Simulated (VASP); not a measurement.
ZrS: single point with PBEsol

Crystal: ZrS.

```
Zr S
1.0
     0.00000    2.58308    2.58308
     2.58308    0.00000    2.58308
     2.58308    2.58308    0.00000
Zr S
1 1
Cartesian
  0.0000 0.0000 0.0000
  2.5831 2.5831 2.5831
```

- Program: VASP 6.6.1
- Task: single point
- Functional: PBEsol
- Potentials or basis: VASP PAW PBE potentials, release 64 (Zr_sv, S)
- Cutoff: 520 eV
- k mesh: 14 × 14 × 14
- Occupations: gaussian, width 0.1 eV
- Spin: no spin polarisation

* Pressure: 0.2 GPa
* Band gap on the k mesh: zero (band 9 reaches 12.79 eV, above the bottom of band 10 at 9.74 eV)

Levels at points of the mesh, in eV from the Fermi level:
| k point | band 6 | band 7 | band 8 | band 9 | band 10 | band 11 | band 12 | band 13 |
| --- | --- | --- | --- | --- | --- | --- | --- | --- |
| (0.00, 0.00, 0.00) | -3.53 | -3.53 | -3.53 | -1.48 | -1.48 | -1.48 | -0.75 | -0.75 |
| (0.50, 0.00, 0.00) | -8.28 | -6.16 | -6.16 | 1.57 | 1.57 | 1.91 | 1.94 | 5.93 |
| (0.50, 0.50, 0.00) | -6.34 | -4.49 | -4.49 | -3.70 | 0.53 | 2.55 | 2.55 | 3.00 |

Wall time 87 s on 1 thread of Intel Xeon 8259CL, on a shared host, peak memory 0.2 GiB.

Caveat: the PAW data sets were made with another functional, which shifts forces and pressure a little.
